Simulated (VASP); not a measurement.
Input of a VASP 6.6.1 run:

Contents of INCAR:

```
SYSTEM = W
PREC = Accurate
ENCUT = 520
EDIFF = 1E-6
ISMEAR = -1
SIGMA = 0.4
LREAL = .False.
LASPH = .True.
NELM = 100
ALGO = Fast
ISIF = 2
LWAVE = .False.
LCHARG = .False.
GGA = PE
NBANDS = 13
```

The input KPOINTS:

```
Automatic mesh
0
Gamma
  24 24 24
  0 0 0
```

POSCAR

```
W
1.0
   -1.5973000000      1.5973000000      1.5973000000
    1.5973000000     -1.5973000000      1.5973000000
    1.5973000000      1.5973000000     -1.5973000000
W
1
Direct
    0.0000000000      0.0000000000      0.0000000000
```

Potentials or basis: VASP PAW PBE potentials, release 64 (W_sv).

Command:

```console
$ cat potpaw_PBE.64/W_sv/POTCAR > POTCAR
$ mpirun -np 1 vasp_std > vasp.out
```

(1) Predict the band gap on the k mesh.

(2) What does it give for the pressure?

Answers

(1) zero (band 7 reaches 16.03 eV, above the bottom of band 8 at 9.87 eV).

(2) -1.3 GPa.

Caveat: spin-orbit coupling is left out, which moves the levels of the heavy elements.
